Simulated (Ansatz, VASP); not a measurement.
**KBr in VASP and in Ansatz**

The input INCAR:

```
  PREC = Accurate
  ENCUT = 520
  EDIFF = 1E-6
  ISMEAR = 0
  SIGMA = 0.05
  LREAL = False
  LASPH = True
  NELM = 60
  ALGO = Normal
  ISIF = 2
  LWAVE = False
  LCHARG = True
  GGA = PE
  LELF = True
  LVHAR = True
  NBANDS = 15
```

The input KPOINTS:

```
regular mesh
0
Gamma
  6 6 6
```

POSCAR

```
KBr
1.0
    0.0000000000      3.4242000000      3.0291000000
    3.4242000000      0.0000000000      3.0291000000
    3.4242000000      3.4242000000      0.0000000000
K Br
1 1
Direct
    0.0000000000      0.0000000000      0.0000000000
    0.5000000000      0.5000000000      0.5000000000
```

Input for Ansatz:

```yaml
crystal:
  lattice:
    - [0.0, 3.4242, 3.0291]
    - [3.4242, 0.0, 3.0291]
    - [3.4242, 3.4242, 0.0]
  atoms:
    - { symbol: K, position: [0.0, 0.0, 0.0] }
    - { symbol: Br, position: [0.5, 0.5, 0.5] }
basis:
  ecutwfc: 420
kpoints:
  mp_grid: { grid: [6, 6, 6] }
hamiltonian:
  xc: pbe
scf:
  occupations: { method: gaussian, width: 0.05 }
output:
  forces: true
  stress: true
  eigenvalues: true
```

Change from the starting cell: strain +0.040 along x and y, -0.080 along z, atoms carried along.

Alike in both runs: task single point; functional PBE; k mesh 6 × 6 × 6; occupations gaussian, width 0.05 eV; no spin polarisation.

```csv
,VASP,Ansatz
version,VASP 6.6.1,Ansatz 0.2.0
potentials or method,"VASP PAW PBE potentials, release 64 (K_sv, Br), cutoff 520 eV","scalar-relativistic, plane waves, PAW"
valence electrons in the cell,16,16
```

|  | VASP | Ansatz | Ansatz less VASP |
| --- | --- | --- | --- |
| gap on the k mesh at the Fermi level (eV) | 4.35 | 4.36 | +0.002 |
| least direct gap on the mesh (eV) | 4.35 | 4.36 | +0.002 |
| pressure (GPa) | 1.8 | 1.7 | -0.05 |
| traceless stress, the component that is largest in VASP (GPa) | 3.82 | 3.76 | -0.060 |

With one functional, cell and mesh, what is left measures potentials, basis and numerics.
